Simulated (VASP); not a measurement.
Set up this calculation in VASP 6.6.1, as the native input.

- Task: single point
- Functional: LDA
- Potentials or basis: VASP PAW LDA potentials, release 64 (Y_sv)
- Cutoff: 520 eV
- k mesh: 13 × 13 × 13
- Occupations: fermi-dirac, width 0.08 eV
- Spin: no spin polarisation
- Dipole correction: no
- Further INCAR settings: ALGO = Normal; EDIFF = 1e-07; NBANDS = 12

The structure of Y lies in POSCAR:

```
Y
1.0
    0.0000000000      2.2574437339      2.2574437339
    2.2574437339      0.0000000000      2.2574437339
    2.2574437339      2.2574437339      0.0000000000
Y
1
Direct
    0.0000000000      0.0000000000      0.0000000000
```

This cell differs from its parent crystal: volume scaled by 0.78.

These files were run (other wordings do the same):

INCAR

```
ALGO = Normal
EDIFF = 1E-7
ENCUT = 520
GGA = CA
ISIF = 2
ISMEAR = -1
LASPH = T
LCHARG = F
LREAL = F
LWAVE = F
NBANDS = 12
NELM = 100
PREC = Accurate
SIGMA = 0.08
```

KPOINTS

```
k-points
0
Gamma
  13 13 13
```

Potentials or basis: VASP PAW LDA potentials, release 64 (Y_sv).

Run with:

```sh
$ cat potpaw_LDA.64/Y_sv/POTCAR > POTCAR
$ mpirun -np 1 vasp_std > vasp.out
```

Results of the run:

| Quantity | Value |
| --- | --- |
| Pressure | 16.3 GPa |

It took 16 s on 1 thread of Intel Xeon 6975P-C, on a shared host, peak memory 0.16 GiB.
